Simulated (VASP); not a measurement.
# Ti2NbB3 (P4/mmm) in VASP: further runs, part 2 of 2

VASP 6.6.1. Earlier steps stand in the parts before.

## Step 3: Single point, PBE

This run uses another cell than the first one, of 14.84 Å³/atom, 1.338 times its volume.

Contents of INCAR:

```
SYSTEM = Ti2NbB3
PREC = Accurate ; ENCUT = 520
EDIFF = 1E-6 ; ISMEAR = 0
SIGMA = 0.1 ; LREAL = .FALSE.
LASPH = .TRUE. ; NELM = 100
ALGO = Normal ; ISIF = 2
LWAVE = .FALSE. ; LCHARG = .TRUE.
GGA = PE ; LELF = .TRUE.
LVHAR = .TRUE. ; NBANDS = 32
```

Contents of KPOINTS:

```
Automatic mesh
0
G
  6 6 4
  0 0 0
```

Contents of POSCAR:

```
Ti2NbB3
1.0
    3.4303487774      0.0000000000      0.0000000000
    0.0000000000      3.4303487774      0.0000000000
    0.0000000000      0.0000000000      7.5658076593
Ti Nb B
2 1 3
Direct
    0.0000000000      0.0000000000      0.5000000000
    0.0000000000      0.0000000000      0.0000000000
    0.5000000000      0.5000000000      0.0000000000
    0.5000000000      0.5000000000      0.7067288578
    0.5000000000      0.5000000000      0.2932711422
    0.5000000000      0.5000000000      0.5000000000
```

Potentials or basis: VASP PAW PBE potentials, release 64 (Ti_sv, Nb_sv, B).

The run is started by

```
cat potpaw_PBE.64/Ti_sv/POTCAR potpaw_PBE.64/Nb_sv/POTCAR potpaw_PBE.64/B/POTCAR > POTCAR
mpirun -np 1 vasp_std > vasp.out
```

OUTCAR:

```text
SYSTEM = Ti2NbB3
   PREC = Accurate
   ENCUT = 520
   EDIFF = 1E-6
   ISMEAR = 0
   LREAL = .FALSE.
   LASPH = .TRUE.
   NELM = 100
   ISIF = 2
   GGA = PE

 ion  position               nearest neighbor table
   1  0.000  0.000  0.500-   6 2.43   6 2.43   6 2.43   6 2.43
   2  0.000  0.000  0.000-   3 2.43   3 2.43   3 2.43   3 2.43
   3  0.500  0.500  0.000-   4 2.22   5 2.22   2 2.43   2 2.43   2 2.43   2 2.43
   4  0.500  0.500  0.707-   6 1.56   3 2.22
   5  0.500  0.500  0.293-   6 1.56   3 2.22
   6  0.500  0.500  0.500-   4 1.56   5 1.56   1 2.43   1 2.43   1 2.43   1 2.43

  LATTYP: Found a simple tetragonal cell.
 ALAT       =     3.4303487774
 C/A-ratio  =     2.2055505578

  Lattice vectors:

 A1 = (   3.4303487774,   0.0000000000,   0.0000000000)
 A2 = (   0.0000000000,   3.4303487774,   0.0000000000)
 A3 = (   0.0000000000,   0.0000000000,   7.5658076593)

Analysis of symmetry for initial positions (statically):
=====================================================================
 Subroutine PRICEL returns:
 Original cell was already a primitive cell.

 Routine SETGRP: Setting up the symmetry group for a
 simple tetragonal supercell.

 Subroutine GETGRP returns: Found 16 space group operations
 (whereof 16 operations were pure point group operations)
 out of a pool of 16 trial point group operations.

The static configuration has the point symmetry D_4h.

Analysis of symmetry for dynamics (positions and initial velocities):
=====================================================================
 Subroutine PRICEL returns:
 Original cell was already a primitive cell.

 Routine SETGRP: Setting up the symmetry group for a
 simple tetragonal supercell.

 Subroutine GETGRP returns: Found 16 space group operations
 (whereof 16 operations were pure point group operations)
 out of a pool of 16 trial point group operations.

[... 122 lines left out ...]
   EFERMI =   0.00;   METHOD = LEGACY
   ISMEAR =     0;   SIGMA  =   0.10  broadening in eV -4-tet -1-fermi 0-gaus
   EFERMI_NEDOS =   21; number of points for ismear=-14 and -15
   IALGO  =     38    algorithm
   IMIX   =      4    mixing-type and parameters
     AMIX     =   0.40;   BMIX     =  1.00
     AMIX_MAG =   1.60;   BMIX_MAG =  1.00
  volume/ion in A,a.u.               =      14.84       100.13
  Fermi-wavevector in a.u.,A,eV,Ry     =   1.313662  2.482460 23.479665  1.725707
  Thomas-Fermi vector in A             =   2.443969
   LORBIT       =      0    0 simple, 1 ext, 2 COOP (PROOUT), +10 PAW based schemes
   GGA     = PE    functional components
   LHFCALC =     F    Hartree Fock is set to
   AEXX    =    0.0000 exact exchange contribution
   IVDW    =     0    specifies the selected vdW correction
   LEPSILON=     F    determine dielectric tensor
   LRPA    =     F    only Hartree local field effects (RPA)
 non-spin polarized calculation
 Gauss-broadening in eV      SIGMA  =   0.10
  energy-cutoff  :      520.00
  volume of cell :       89.03
 maximum number of plane-waves:      2416
 NGX is ok and might be reduce to    28
   NGX = 13   NGY = 13   NGZ = 29

 number of electron      46.0000000 magnetization

 Free energy of the ion-electron system (eV)
  ---------------------------------------------------
  ext. energy  EPLUGINS =         0.00000000
  ---------------------------------------------------
  free energy    TOTEN  =       -41.10708482 eV

  energy without entropy =      -41.07373242  energy(sigma->0) =      -41.09040862

 E-fermi :   6.3362     XC(G=0): -10.8098

 val. band max:        6.3309078419   @ k =   0.5000   0.0000   0.0000
 cond. band min:       6.3363325016   @ k =   0.3333   0.1667   0.2500
 fundamental gap:      0.0054246597
 Fermi energy:         6.3362033498

 k-point     1 :       0.0000    0.0000    0.0000
  band No.  band energies     occupation
      1     -51.3912      2.00000
      2     -50.2276      2.00000
      3     -47.5185      2.00000
      4     -27.7004      2.00000
      5     -27.5313      2.00000
      6     -27.5313      2.00000
[... 829 lines left out ...]
     31       8.0711      0.00000
     32       8.4557      0.00000

 [... further k-points ...]
[... 5 lines left out ...]
  --------------------------------------------------------------------------------------
  -------------------------------------------------------------------------------------
  Total        0.1253276      0.1253276     -0.0577784      0.0000000      0.0000000     -0.0000000
  in kB        2.2554094      2.2554094     -1.0397861      0.0000000      0.0000000     -0.0000000
  external PRESSURE =       1.1570109 kB  Pullay stress =       0.0000000 kB

 VOLUME and BASIS-vectors are now :
 -----------------------------------------------------------------------------
  energy-cutoff  :      520.00
  volume of cell :       89.03
      direct lattice vectors                 reciprocal lattice vectors
     3.430348777  0.000000000  0.000000000     0.291515547  0.000000000  0.000000000
     0.000000000  3.430348777  0.000000000     0.000000000  0.291515547  0.000000000
     0.000000000  0.000000000  7.565807659     0.000000000  0.000000000  0.132173595

 POSITION                                       TOTAL-FORCE (eV/Angst)
 -----------------------------------------------------------------------------------
      0.00000      0.00000      3.78290         0.000000      0.000000      0.000000
      0.00000      0.00000      0.00000         0.000000      0.000000      0.000000
      1.71517      1.71517      0.00000         0.000000      0.000000      0.000000
      1.71517      1.71517      5.34697        -0.000000      0.000000      0.016447
      1.71517      1.71517      2.21883         0.000000     -0.000000     -0.016447
      1.71517      1.71517      3.78290         0.000000      0.000000      0.000000
 -----------------------------------------------------------------------------------
    total drift:                                0.000000      0.000000     -0.000000

  FREE ENERGIE OF THE ION-ELECTRON SYSTEM (eV)
  ---------------------------------------------------
  free  energy   TOTEN  =       -41.1070848215 eV

  energy  without entropy=      -41.0737324230  energy(sigma->0) =      -41.09040862
```

OSZICAR:

```text
N       E                     dE             d eps       ncg     rms          rms(c)
DAV:   1     0.558790096722E+03    0.55879E+03   -0.22556E+04  1920   0.156E+03
DAV:   2     0.192323255143E+02   -0.53956E+03   -0.52171E+03  1968   0.512E+02
DAV:   3    -0.468291510910E+02   -0.66061E+02   -0.62769E+02  3336   0.156E+02
DAV:   4    -0.521946222119E+02   -0.53655E+01   -0.52922E+01  3120   0.389E+01
DAV:   5    -0.525045272164E+02   -0.30991E+00   -0.30936E+00  3008   0.819E+00    0.204E+01
DAV:   6    -0.452310913763E+02    0.72734E+01   -0.85640E+01  2944   0.616E+01    0.210E+01
DAV:   7    -0.442828981395E+02    0.94819E+00   -0.67761E+01  2888   0.458E+01    0.113E+01
DAV:   8    -0.423983490163E+02    0.18845E+01   -0.10118E+01  2800   0.170E+01    0.845E+00
DAV:   9    -0.411738858698E+02    0.12245E+01   -0.49799E+00  2864   0.146E+01    0.281E+00
DAV:  10    -0.411602279198E+02    0.13658E-01   -0.60610E-01  3288   0.523E+00    0.256E+00
DAV:  11    -0.411789792515E+02   -0.18751E-01   -0.78574E-01  2688   0.467E+00    0.187E+00
DAV:  12    -0.411105835359E+02    0.68396E-01   -0.13024E-01  2632   0.235E+00    0.547E-01
DAV:  13    -0.411072216450E+02    0.33619E-02   -0.30052E-02  3128   0.879E-01    0.249E-01
DAV:  14    -0.411073264236E+02   -0.10478E-03   -0.20671E-03  2680   0.334E-01    0.138E-01
DAV:  15    -0.411071351410E+02    0.19128E-03   -0.35335E-04  2936   0.111E-01    0.714E-02
DAV:  16    -0.411071154183E+02    0.19723E-04   -0.28899E-05  2984   0.308E-02    0.500E-02
DAV:  17    -0.411070843878E+02    0.31031E-04   -0.10424E-04  3040   0.585E-02    0.673E-03
DAV:  18    -0.411070848215E+02   -0.43374E-06   -0.58334E-06  2432   0.156E-02
   1 F= -.41107085E+02 E0= -.41090409E+02  d E =-.333524E-01
```

Wall time 60 s (1 thread of AMD EPYC 9R45 (Zen 5), shared host); peak memory 0.21 GiB.

Results:

* Free energy: -41.1071 eV
* Pressure: 0.1 GPa
* Largest force: 0.016 eV/Å
* Band gap on the k mesh: zero (band 23 reaches 7.24 eV, above the bottom of band 24 at 5.52 eV)

Forces on the atoms (eV/Å):
```
Ti   0.000  0.000  0.000
Ti   0.000  0.000  0.000
Nb   0.000  0.000  0.000
B    0.000  0.000  0.016
B    0.000  0.000 -0.016
B    0.000  0.000  0.000
```

Levels at points of the mesh, in eV from the Fermi level:
| k point | band 20 | band 21 | band 22 | band 23 | band 24 | band 25 | band 26 | band 27 |
| --- | --- | --- | --- | --- | --- | --- | --- | --- |
| (0.00, 0.00, 0.00) | -0.94 | -0.94 | -0.76 | -0.39 | -0.39 | 0.44 | 0.69 | 0.69 |
| (0.50, 0.00, 0.00) | -1.34 | -1.25 | -0.01 | 0.76 | 0.91 | 1.11 | 1.32 | 1.40 |
| (0.50, 0.50, 0.00) | -1.79 | -0.94 | -0.54 | -0.54 | 0.07 | 0.23 | 1.80 | 1.95 |
| (0.00, 0.00, 0.50) | -1.20 | -1.20 | -0.77 | 0.21 | 0.21 | 0.52 | 0.52 | 0.91 |
| (0.50, 0.00, 0.50) | -1.65 | -1.24 | 0.07 | 0.88 | 0.90 | 1.16 | 1.18 | 1.32 |
| (0.50, 0.50, 0.50) | -1.77 | -1.59 | -1.59 | -0.91 | -0.82 | 0.48 | 1.16 | 1.80 |
